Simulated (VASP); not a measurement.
# Al7SiCN7: single point with PBEsol

Al7SiCN7:

```
Al Si N C
1.0
     9.35190    0.00000    0.00000
     0.00000   10.79345    0.00000
     0.00000    0.00000    9.98050
Al Si N C
42 6 42 6
Cartesian
  1.5756 0.9242 2.4854
  0.0087 3.5864 2.5033
  0.0145 3.6018 7.4293
  4.6610 0.9236 2.4538
  4.6871 0.8740 7.4449
  3.1038 3.5957 2.5149
  3.0996 3.6085 7.4983
  1.5286 6.2688 2.4931
  1.5502 6.3276 7.4755
  9.3517 9.0207 2.4105
  9.3271 8.9805 7.4533
  7.7965 0.9263 2.4798
  7.7745 0.8796 7.4960
  6.2400 3.5922 2.4987
  6.2364 3.6018 7.4990
  4.6916 6.2830 2.4959
  4.6627 6.2956 7.4871
  3.1670 8.9898 7.4864
  7.7940 6.2444 2.5023
  7.8169 6.2986 7.4722
  6.2688 8.9654 2.4050
  6.2199 8.9671 7.5106
  0.0041 1.7618 5.0020
  0.0000 1.7948 9.9334
  3.1148 1.8123 4.9642
  3.1205 1.8221 9.9534
  1.5500 4.4967 5.0037
  1.5541 4.4997 9.9804
  0.0027 7.1659 4.9340
  6.2259 1.8242 4.9752
  6.2246 1.7995 9.9558
  4.6769 4.4981 4.9887
  4.6481 4.4657 0.0183
  3.1005 7.1730 5.0009
  1.5834 9.8712 9.9517
  7.8030 4.4866 5.0040
  7.8260 4.4782 9.9728
  6.2582 7.1816 4.9928
  6.2755 7.1860 0.0249
  4.7226 9.9340 4.9479
  4.6954 9.8848 9.9696
  7.7918 9.9077 9.9798
  1.5693 0.9129 7.4745
  3.1014 9.0156 2.4734
  9.3396 7.2518 0.0437
  3.1062 7.2197 9.9790
  1.5522 9.9298 4.9570
  7.7883 9.9143 4.9642
  0.0308 1.7583 1.8492
  0.0892 1.6944 6.9381
  3.0694 1.8248 1.8806
  2.9813 1.7736 6.8957
  1.5874 4.5015 1.8747
  1.5752 4.5420 6.9320
  0.0158 7.2046 6.8263
  6.2584 1.8097 1.8939
  6.2760 1.8197 6.8778
  4.6552 4.5030 1.9153
  4.6608 4.4961 6.9031
  3.1263 7.3053 1.8345
  3.1062 7.2202 6.8831
  1.6807 9.8878 1.9170
  1.5987 9.9871 6.7703
  7.7868 4.4608 1.8727
  7.7888 4.5005 6.9269
  6.2227 7.1402 1.9305
  6.2301 7.1573 6.8860
  4.5715 9.7926 1.9817
  4.6686 9.8360 6.8192
  7.8009 9.9460 1.9400
  7.7913 9.8887 6.7282
  1.5397 0.7733 4.3987
  1.5572 0.8659 9.2449
  0.0299 3.5922 9.3506
  3.1163 3.6301 4.4169
  3.0864 3.6306 9.3785
  1.5867 6.3178 4.3876
  1.5923 6.3846 9.4394
  0.0227 9.1104 4.4486
  7.8193 0.7864 4.4247
  7.8184 0.9289 9.3638
  6.2297 3.6421 4.3988
  6.2341 3.6608 9.3915
  4.6594 6.3474 4.3913
  4.5415 6.3176 9.4411
  2.9782 8.9959 4.3032
  3.1096 8.8735 9.3972
  7.7865 6.3050 4.4112
  7.9237 6.2901 9.3891
  6.3696 9.0052 4.3843
  9.3450 7.1942 1.8613
  0.0073 3.5480 4.4304
  4.6679 0.9182 4.3798
  4.6432 0.8970 9.3735
  0.0359 8.9422 9.3703
  6.2436 8.9606 9.4167
```

```
Program                : VASP 6.6.1
Task                   : single point
Functional             : PBEsol
Potentials or basis    : VASP PAW PBE potentials, release 64 (Al, Si, N, C)
Cutoff                 : 700 eV
k mesh                 : 1 × 1 × 1, shifted
Occupations            : fermi-dirac, width 0.05 eV
Spin                   : no spin polarisation
Dipole correction      : no
Further INCAR settings : LREAL = Auto; ALGO = Normal; EDIFF = 1e-06; NBANDS = 246; ISYM = -1
```

```yaml
Pressure: -0.1 GPa
Largest_force: 0.051 eV/Å
Band_gap_on_the_k_mesh: 3.27 eV
```

Forces on the atoms (eV/Å):
```
Al  -0.006 -0.014  0.011
Al   0.008 -0.009 -0.009
Al   0.006 -0.013 -0.008
Al  -0.002 -0.010 -0.005
Al  -0.003 -0.004 -0.025
Al  -0.001 -0.002  0.004
Al   0.002 -0.007 -0.015
Al   0.014  0.004  0.014
Al   0.005  0.009  0.000
Al   0.010  0.011  0.004
Al   0.001  0.009 -0.007
Al   0.010  0.002  0.007
Al   0.010 -0.011 -0.011
Al  -0.007  0.001  0.002
Al  -0.005  0.003 -0.015
Al  -0.012  0.012  0.008
Al  -0.005  0.010 -0.006
Al  -0.012  0.005  0.004
Al  -0.005  0.009  0.008
Al  -0.001  0.017 -0.007
Al  -0.009  0.005  0.008
Al   0.000  0.001 -0.015
Al   0.006 -0.018 -0.002
Al   0.014 -0.013  0.006
Al  -0.011  0.000  0.004
Al  -0.026 -0.004  0.011
Al   0.011  0.017 -0.003
Al  -0.005  0.011  0.002
Al   0.006  0.010 -0.008
Al   0.015 -0.001  0.001
Al   0.016 -0.002  0.008
Al  -0.004  0.017  0.000
Al  -0.006  0.014  0.002
Al   0.004  0.019  0.000
Al   0.008  0.008  0.016
Al  -0.009  0.013 -0.001
Al   0.007  0.005  0.001
Al  -0.014  0.009 -0.004
Al  -0.001 -0.015  0.004
Al   0.007 -0.026 -0.011
Al  -0.022 -0.007  0.020
Al   0.009  0.006  0.015
Si  -0.002 -0.018  0.000
Si  -0.009 -0.012  0.015
Si  -0.001  0.009 -0.008
Si   0.014  0.000  0.012
Si   0.007 -0.024 -0.002
Si   0.010 -0.018 -0.012
N   -0.004  0.019  0.002
N   -0.026  0.017 -0.009
N    0.009  0.003 -0.007
N    0.030  0.020 -0.011
N   -0.005 -0.004  0.000
N   -0.002 -0.007  0.002
N   -0.007 -0.004  0.008
N   -0.005  0.003 -0.010
N   -0.005  0.006  0.001
N    0.004 -0.010 -0.006
N    0.005 -0.006  0.003
N    0.000 -0.021  0.010
N    0.002 -0.010  0.004
N   -0.031  0.017 -0.018
N   -0.001 -0.008  0.021
N    0.001  0.000  0.001
N   -0.005 -0.006 -0.002
N    0.009 -0.006 -0.008
N    0.003  0.001  0.005
N    0.039  0.018 -0.028
N    0.011  0.011  0.011
N    0.001  0.002 -0.017
N    0.000  0.004  0.034
N   -0.005  0.047 -0.005
N    0.005  0.004  0.032
N   -0.006  0.001 -0.001
N   -0.005  0.001  0.001
N    0.004 -0.005  0.001
N   -0.005 -0.017 -0.003
N   -0.015 -0.024 -0.015
N   -0.012 -0.022 -0.011
N   -0.004  0.035 -0.011
N   -0.008 -0.003  0.004
N    0.008 -0.003 -0.003
N    0.001 -0.007  0.003
N    0.005 -0.016  0.002
N    0.032 -0.021 -0.010
N    0.021 -0.016  0.014
N    0.004  0.032 -0.008
N    0.000 -0.014 -0.005
N   -0.021 -0.015 -0.002
N   -0.030 -0.018 -0.009
C   -0.005 -0.004  0.016
C    0.002  0.006 -0.002
C   -0.001  0.002 -0.003
C    0.001 -0.004  0.005
C   -0.010  0.009  0.005
C    0.000  0.004  0.005
```

Stress tensor (GPa, compression positive):
```
-0.08  0.02  0.11
 0.02 -0.07 -0.34
 0.11 -0.34 -0.10
```

Levels at points of the mesh, in eV from the valence-band top:
| k point | band 188 | band 189 | band 190 | band 191 | band 192 | band 193 | band 194 | band 195 | band 196 | band 197 |
| --- | --- | --- | --- | --- | --- | --- | --- | --- | --- | --- |
| (0.25, 0.25, 0.25) | -0.62 | -0.60 | -0.52 | -0.39 | 0.00 | 3.27 | 3.50 | 3.57 | 3.65 | 3.72 |

It took 13 min on 1 thread of Intel(R) Xeon(R) Platinum 8488C (Sapphire Rapids) (shared host), peak memory 1.5 GiB.

Caveat: the PAW data sets were made with another functional, which shifts forces and pressure a little; a shifted mesh leaves out Γ, where band edges can lie. A k mesh can miss the band edges.
